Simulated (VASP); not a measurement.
# WS2 (P6_3/mmc) in VASP: notebook

Runs on WS2. Level: PBE+D3(BJ). Tasks: single point.

Everything below comes from runs of VASP 6.6.1. Logs are shortened: lines on timing, memory, paths and dates and some standing lists are left out, and cuts for length are marked.

**1. The cell of the first run**

The structure is hexagonal, space group P6_3/mmc (No. 194). The conventional cell has a = 3.028 Å, b = 3.028 Å, c = 13.111 Å, α = 90.00°, β = 90.00°, γ = 120.00°. Within 3.2 Å of W (site symmetry -6m2) lie 6 S at 2.44 Å and 6 W at 3.03 Å. S (site symmetry 3m) has 3 W at 2.44 Å and 6 S at 3.03 Å within 3.2 Å.

**2. Single point, PBE+D3(BJ) (strain -0.040 along x and y, +0.080 along z)**

Contents of INCAR:

```
SYSTEM = WS2
PREC = Accurate ; ENCUT = 520
EDIFF = 1E-7 ; ISMEAR = 0
SIGMA = 0.05 ; LREAL = .False.
LASPH = .True. ; NELM = 80
ALGO = Normal ; ISIF = 2
LWAVE = .False. ; LCHARG = .False.
GGA = PE ; IVDW = 12
NBANDS = 35
```

Contents of KPOINTS:

```
Automatic mesh
0
Gamma
  12 12 4
  0 0 0
```

Contents of POSCAR:

```
WS2
1.0
    3.0280379359      0.0000000000      0.0000000000
   -1.5140189679      2.6223577761      0.0000000000
    0.0000000000      0.0000000000     13.1111018652
W S
2 4
Direct
    0.3333333333      0.6666666667      0.2500000000
    0.6666666667      0.3333333333      0.7500000000
    0.3333333333      0.6666666667      0.6202874207
    0.6666666667      0.3333333333      0.1202874207
    0.3333333333      0.6666666667      0.8797125793
    0.6666666667      0.3333333333      0.3797125793
```

Potentials or basis: VASP PAW PBE potentials, release 64 (W_sv, S).

Launch:

```
> cat potpaw_PBE.64/W_sv/POTCAR potpaw_PBE.64/S/POTCAR > POTCAR
> mpirun -np 1 vasp_std > vasp.out
```

OUTCAR:

```text
SYSTEM = WS2
   PREC = Accurate
   ENCUT = 520
   EDIFF = 1E-7
   ISMEAR = 0
   LREAL = .False.
   LASPH = .True.
   NELM = 80
   ISIF = 2
   GGA = PE
   IVDW = 12
 IVDW          = 12

 ion  position               nearest neighbor table
   1  0.333  0.667  0.250-   4 2.44   6 2.44   4 2.44   6 2.44   4 2.44   6 2.44
   2  0.667  0.333  0.750-   3 2.44   5 2.44   3 2.44   5 2.44   3 2.44   5 2.44
   3  0.333  0.667  0.620-   2 2.44   2 2.44   2 2.44
   4  0.667  0.333  0.120-   1 2.44   1 2.44   1 2.44
   5  0.333  0.667  0.880-   2 2.44   2 2.44   2 2.44
   6  0.667  0.333  0.380-   1 2.44   1 2.44   1 2.44

  LATTYP: Found a hexagonal cell.
 ALAT       =     3.0280379359
 C/A-ratio  =     4.3299001343

  Lattice vectors:

 A1 = (   3.0280379359,   0.0000000000,   0.0000000000)
 A2 = (  -1.5140189679,   2.6223577761,   0.0000000000)
 A3 = (   0.0000000000,   0.0000000000,  13.1111018652)

Analysis of symmetry for initial positions (statically):
=====================================================================
 Subroutine PRICEL returns:
 Original cell was already a primitive cell.

 Routine SETGRP: Setting up the symmetry group for a
 hexagonal supercell.

 Subroutine GETGRP returns: Found 24 space group operations
 (whereof 12 operations were pure point group operations)
 out of a pool of 24 trial point group operations.

The static configuration has the point symmetry D_3d.
 The point group associated with its full space group is D_6h.

Analysis of symmetry for dynamics (positions and initial velocities):
=====================================================================
 Subroutine PRICEL returns:
 Original cell was already a primitive cell.

 Routine SETGRP: Setting up the symmetry group for a
 hexagonal supercell.

 Subroutine GETGRP returns: Found 24 space group operations
 (whereof 12 operations were pure point group operations)
 out of a pool of 24 trial point group operations.

The dynamic configuration has the point symmetry D_3d.
 The point group associated with its full space group is D_6h.

 Subroutine INISYM returns: Found 24 space group operations
 (whereof 12 operations are pure point group operations),
 and found     1 'primitive' translations

----------------------------------------------------------------------------------------

                                     Primitive cell

  volume of cell :     104.1100

  direct lattice vectors                    reciprocal lattice vectors
     3.028037936  0.000000000  0.000000000     0.330246853  0.190668110  0.000000000
    -1.514018968  2.622357776  0.000000000     0.000000000  0.381336219  0.000000000
     0.000000000  0.000000000 13.111101865     0.000000000  0.000000000  0.076271240

  length of vectors
     3.028037936  3.028037936 13.111101865     0.381336219  0.381336219  0.076271240

  position of ions in fractional coordinates (direct lattice)
     0.333333333  0.666666667  0.250000000
     0.666666667  0.333333333  0.750000000
     0.333333333  0.666666667  0.620287421
     0.666666667  0.333333333  0.120287421
     0.333333333  0.666666667  0.879712579
     0.666666667  0.333333333  0.379712579

  ion indices of the primitive-cell ions
   primitive index   ion index
                 1           1
                 2           2
                 3           3
                 4           4
                 5           5
                 6           6

----------------------------------------------------------------------------------------

 KPOINTS: Automatic mesh

Automatic generation of k-mesh.
 Grid dimensions read from file:
 generate k-points for:   12   12    4

 Generating k-lattice:

  Cartesian coordinates                     Fractional coordinates (reciprocal lattice)
     0.027520571  0.015889009  0.000000000     0.083333333  0.000000000  0.000000000
     0.000000000  0.031778018  0.000000000     0.000000000  0.083333333  0.000000000
     0.000000000  0.000000000  0.019067810     0.000000000  0.000000000  0.250000000

  Length of vectors
     0.031778018  0.031778018  0.019067810

  Shift w.r.t. Gamma in fractional coordinates (k-lattice)
     0.000000000  0.000000000  0.000000000

 Subroutine IBZKPT returns following result:
 ===========================================

 Found     57 irreducible k-points:

 Following reciprocal coordinates:
            Coordinates               Weight
  0.000000  0.000000  0.000000      1.000000
  0.083333  0.000000  0.000000      6.000000
  0.166667  0.000000  0.000000      6.000000
  0.250000  0.000000  0.000000      6.000000
  0.333333  0.000000  0.000000      6.000000
  0.416667  0.000000  0.000000      6.000000
[... 16 lines left out ...]
  0.250000  0.000000  0.250000     12.000000
  0.333333  0.000000  0.250000     12.000000
 [... further k-points ...]
   k-points           NKPTS =     57   k-points in BZ     NKDIM =     57   number of bands    NBANDS=     35
   number of dos      NEDOS =    301   number of ions     NIONS =      6
   total plane-waves  NPLWV =  56448
   dimension x,y,z NGX =    24 NGY =   24 NGZ =   98
   dimension x,y,z NGXF=    48 NGYF=   48 NGZF=  196
   ions per type =               2   4
   NGX,Y,Z   is equivalent  to a cutoff of  13.18, 13.18, 12.43 a.u.
   NGXF,Y,Z  is equivalent  to a cutoff of  26.35, 26.35, 24.85 a.u.
 SYSTEM =  WS2
   PREC   = accura    normal or accurate (medium, high low for compatibility)
   ISTART =      0    job   : 0-new  1-cont  2-samecut
   ICHARG =      2    charge: 1-file 2-atom 10-const
   ISPIN  =      1    spin polarized calculation?
   LNONCOLLINEAR =      F non collinear calculations
   LSORBIT =      F    spin-orbit coupling
   LASPH  =      T    aspherical Exc in radial PAW
   ENCUT  =  520.0 eV  38.22 Ry    6.18 a.u.   5.63  5.63 24.38*2*pi/ulx,y,z
   NELM   =     80;   NELMIN=  2; NELMDL= -5     # of ELM steps
   EDIFF  = 0.1E-06   stopping-criterion for ELM
   LREAL  =      F    real-space projection
   EDIFFG = 0.1E-05   stopping-criterion for IOM
   NSW    =      0    number of steps for IOM
   IBRION =     -1    ionic relax: 0-MD 1-quasi-New 2-CG
   NFREE  =      0    steps in history (QN), initial steepest desc. (CG)
   ISIF   =      2    stress and relaxation
   ISYM   =      2    0-nonsym 1-usesym 2-fastsym
   POTIM  = 0.5000    time-step for ionic-motion
   TEBEG  =    0.0;   TEEND  =   0.0 temperature during run
   PSTRESS=    0.0 pullay stress
   NELECT =      52.0000    total number of electrons
   NUPDOWN=      -1.0000    fix difference up-down
   EMIN   =  10.00;   EMAX   =-10.00  energy-range for DOS
   EFERMI =   0.00;   METHOD = LEGACY
   ISMEAR =     0;   SIGMA  =   0.05  broadening in eV -4-tet -1-fermi 0-gaus
   EFERMI_NEDOS =   21; number of points for ismear=-14 and -15
   IALGO  =     38    algorithm
   IMIX   =      4    mixing-type and parameters
     AMIX     =   0.40;   BMIX     =  1.00
     AMIX_MAG =   1.60;   BMIX_MAG =  1.00
  volume/ion in A,a.u.               =      17.35       117.09
  Fermi-wavevector in a.u.,A,eV,Ry     =   1.298908  2.454581 22.955240  1.687163
  Thomas-Fermi vector in A             =   2.430206
   LORBIT       =      0    0 simple, 1 ext, 2 COOP (PROOUT), +10 PAW based schemes
   GGA     = PE    functional components
   LHFCALC =     F    Hartree Fock is set to
   AEXX    =    0.0000 exact exchange contribution
   IVDW    =    12    specifies the selected vdW correction
   LEPSILON=     F    determine dielectric tensor
   LRPA    =     F    only Hartree local field effects (RPA)
 non-spin polarized calculation
 Gauss-broadening in eV      SIGMA  =   0.05
  energy-cutoff  :      520.00
  volume of cell :      104.11
 maximum number of plane-waves:      2834
 NGX is ok and might be reduce to    24
   NGX = 11   NGY = 11   NGZ = 49

 number of electron      51.9999997 magnetization

 Free energy of the ion-electron system (eV)
  ---------------------------------------------------
  ext. energy  EPLUGINS =         0.00000000
  ---------------------------------------------------
  free energy    TOTEN  =       -46.56935279 eV

  energy without entropy =      -46.56935279  energy(sigma->0) =      -46.56935279

 E-fermi :   7.4544     XC(G=0): -11.0833

 val. band max:        7.2126359123   @ k =   0.3333   0.3333   0.0000
 cond. band min:       8.1835455299   @ k =   0.1667   0.1667   0.0000
 fundamental gap:      0.9709096176
 Fermi energy:         7.4544273045

 k-point     1 :       0.0000    0.0000    0.0000
  band No.  band energies     occupation
      1     -66.8069      2.00000
      2     -66.8069      2.00000
      3     -31.1246      2.00000
      4     -31.1245      2.00000
      5     -30.7693      2.00000
      6     -30.7693      2.00000
[... 27 lines left out ...]
     34      10.4088      0.00000
     35      13.2306      0.00000

 k-point     2 :       0.0833    0.0000    0.0000
  band No.  band energies     occupation
      1     -66.8047      2.00000
      2     -66.8046      2.00000
      3     -31.1182      2.00000
      4     -31.1181      2.00000
      5     -30.8058      2.00000
      6     -30.8058      2.00000
[... 27 lines left out ...]
     34      10.6249      0.00000
     35      13.7170      0.00000

 k-point     3 :       0.1667    0.0000    0.0000
  band No.  band energies     occupation
      1     -66.7987      2.00000
      2     -66.7987      2.00000
      3     -31.1006      2.00000
      4     -31.1006      2.00000
      5     -30.9044      2.00000
      6     -30.9044      2.00000
[... 27 lines left out ...]
     34      11.0717      0.00000
     35      14.2751      0.00000

 k-point     4 :       0.2500    0.0000    0.0000
  band No.  band energies     occupation
      1     -66.7904      2.00000
      2     -66.7904      2.00000
      3     -31.0765      2.00000
      4     -31.0765      2.00000
      5     -31.0368      2.00000
      6     -31.0368      2.00000
[... 27 lines left out ...]
     34      11.4683      0.00000
     35      14.1475      0.00000

 k-point     5 :       0.3333    0.0000    0.0000
  band No.  band energies     occupation
      1     -66.7822      2.00000
      2     -66.7822      2.00000
      3     -31.1666      2.00000
      4     -31.1666      2.00000
      5     -31.0524      2.00000
      6     -31.0524      2.00000
[... 638 lines left out ...]
 k-point    22 :       0.1667    0.0000    0.2500
  band No.  band energies     occupation
      1     -66.7987      2.00000
      2     -66.7987      2.00000
      3     -31.1006      2.00000
      4     -31.1006      2.00000
      5     -30.9044      2.00000
      6     -30.9044      2.00000
[... 27 lines left out ...]
     34      11.0564      0.00000
     35      14.3416      0.00000

 k-point    23 :       0.2500    0.0000    0.2500
  band No.  band energies     occupation
      1     -66.7904      2.00000
      2     -66.7904      2.00000
      3     -31.0765      2.00000
      4     -31.0765      2.00000
      5     -31.0368      2.00000
      6     -31.0368      2.00000
[... 27 lines left out ...]
     34      11.4408      0.00000
     35      14.1335      0.00000

 k-point    24 :       0.3333    0.0000    0.2500
  band No.  band energies     occupation
      1     -66.7822      2.00000
      2     -66.7822      2.00000
      3     -31.1666      2.00000
      4     -31.1666      2.00000
      5     -31.0524      2.00000
      6     -31.0524      2.00000
[... 27 lines left out ...]
     34      11.6641      0.00000
     35      13.4732      0.00000

 [... further k-points ...]

------------------------ aborting loop because EDIFF is reached ----------------------------------------

 Edisp (eV)   -2.61736

 E8    (eV) :    -1.0999

  FORCE on cell =-STRESS in cart. coord.  units (eV):
  Direction    XX          YY          ZZ          XY          YZ          ZX
  --------------------------------------------------------------------------------------
  -------------------------------------------------------------------------------------
  Total       5.25064     5.25064   -10.65584     0.00000    -0.00000    -0.00000
  in kB      80.80349    80.80349  -163.98561     0.00000    -0.00000    -0.00000
  external pressure =       -0.79 kB  Pullay stress =        0.00 kB

 VOLUME and BASIS-vectors are now :
 -----------------------------------------------------------------------------
  energy-cutoff  :      520.00
  volume of cell :      104.11
      direct lattice vectors                 reciprocal lattice vectors
     3.028037936  0.000000000  0.000000000     0.330246853  0.190668110  0.000000000
    -1.514018968  2.622357776  0.000000000     0.000000000  0.381336219  0.000000000
     0.000000000  0.000000000 13.111101865     0.000000000  0.000000000  0.076271240

 POSITION                                       TOTAL-FORCE (eV/Angst)
 -----------------------------------------------------------------------------------
     -0.00000      1.74824      3.27778        -0.000000     -0.000000     -0.000000
      1.51402      0.87412      9.83333         0.000000      0.000000     -0.000000
     -0.00000      1.74824      8.13265        -0.000000      0.000000      1.362448
      1.51402      0.87412      1.57710         0.000000     -0.000000      1.362448
     -0.00000      1.74824     11.53400        -0.000000      0.000000     -1.362448
      1.51402      0.87412      4.97845         0.000000     -0.000000     -1.362448
 -----------------------------------------------------------------------------------
    total drift:                               -0.000000      0.000000     -0.000000

  FREE ENERGIE OF THE ION-ELECTRON SYSTEM (eV)
  ---------------------------------------------------
  free  energy   TOTEN  =       -49.1867129135 eV

  energy  without entropy=      -49.1867129135  energy(sigma->0) =      -49.18671291
```

Run time: 8 min. Hardware: 1 thread of AMD EPYC 7R13, shared host; peak memory 0.3 GiB.

Results:

```
Free energy                : -49.1867 eV
Pressure                   : -0.1 GPa
Largest force              : 1.362 eV/Å
Band gap on the k mesh     : 0.97 eV, indirect (least direct gap 1.78 eV)
Dispersion energy per atom : -0.436 eV
```

Forces on the atoms (eV/Å):
```
W    0.000  0.000  0.000
W    0.000  0.000  0.000
S    0.000  0.000  1.362
S    0.000  0.000  1.362
S    0.000  0.000 -1.362
S    0.000  0.000 -1.362
```

Caveat: the cell differs from its parent crystal (strain -0.040 along x and y, +0.080 along z); spin-orbit coupling is left out, which moves the levels of the heavy elements; forces of over 1 eV/Å act on the atoms, so gaps and moduli don't describe the material at rest.

**3. Single point, PBE+D3(BJ) (strain +0.040 along x and y, -0.040 along z)**

Contents of INCAR:

```
PREC = Accurate
ENCUT = 520
EDIFF = 1E-7
ISMEAR = 0
SIGMA = 0.05
LREAL = F
LASPH = T
NELM = 60
ALGO = Normal
ISIF = 2
LWAVE = F
LCHARG = F
GGA = PE
IVDW = 12
NBANDS = 35
```

Contents of KPOINTS:

```
regular mesh
0
Gamma
  12 12 4
```

Changes to POSCAR since step 2:

```diff
@@ -2,5 +2,5 @@
 1.0
-    3.0280379359      0.0000000000      0.0000000000
-   -1.5140189679      2.6223577761      0.0000000000
-    0.0000000000      0.0000000000     13.1111018652
+    3.2803744305      0.0000000000      0.0000000000
+   -1.6401872153      2.8408875907      0.0000000000
+    0.0000000000      0.0000000000     11.6543127690
 W S
```

Potentials or basis: VASP PAW PBE potentials, release 64 (W_sv, S).

Launch:

```
> cat potpaw_PBE.64/W_sv/POTCAR potpaw_PBE.64/S/POTCAR > POTCAR
> mpirun -np 1 vasp_std > vasp.out
```

It took 6.8 min on 1 thread of AMD EPYC 7R13, shared host; peak memory 0.3 GiB.

The run converged. Its results:

- Free energy: -49.4799 eV
- Pressure: -4.9 GPa
- Largest force: 0.313 eV/Å
- Band gap on the k mesh: 0.31 eV, indirect (least direct gap 1.32 eV)
- Dispersion energy per atom: -0.419 eV

Forces in eV/Å, atoms in the order of the input:
```
W    0.000  0.000  0.000
W    0.000  0.000  0.000
S    0.000  0.000 -0.313
S    0.000  0.000 -0.313
S    0.000  0.000  0.313
S    0.000  0.000  0.313
```

Stress tensor (GPa, compression positive):
```
-9.57  0.00  0.00
 0.00 -9.57  0.00
 0.00  0.00  4.49
```

Levels at points of the mesh, in eV from the valence-band top:
| k point | band 22 | band 23 | band 24 | band 25 | band 26 | band 27 | band 28 | band 29 | band 30 | band 31 |
| --- | --- | --- | --- | --- | --- | --- | --- | --- | --- | --- |
| (0.00, 0.00, 0.00) | -2.91 | -2.91 | -1.09 | -0.99 | 0.00 | 1.64 | 1.64 | 1.64 | 1.64 | 1.79 |
| (0.50, 0.00, 0.00) | -2.81 | -2.67 | -2.51 | -2.08 | -1.68 | 1.37 | 1.45 | 1.81 | 1.89 | 2.68 |
| (0.00, 0.00, 0.50) | -2.97 | -2.68 | -2.68 | -0.18 | -0.18 | 1.62 | 1.62 | 1.62 | 1.62 | 1.96 |
| (0.50, 0.00, 0.50) | -2.91 | -2.66 | -2.66 | -1.83 | -1.83 | 1.40 | 1.40 | 1.86 | 1.86 | 3.02 |

Caveat: the cell differs from its parent crystal (strain +0.040 along x and y, -0.040 along z); spin-orbit coupling is left out, which moves the levels of the heavy elements. A k mesh can miss the band edges.

[end of part 1 of 2]
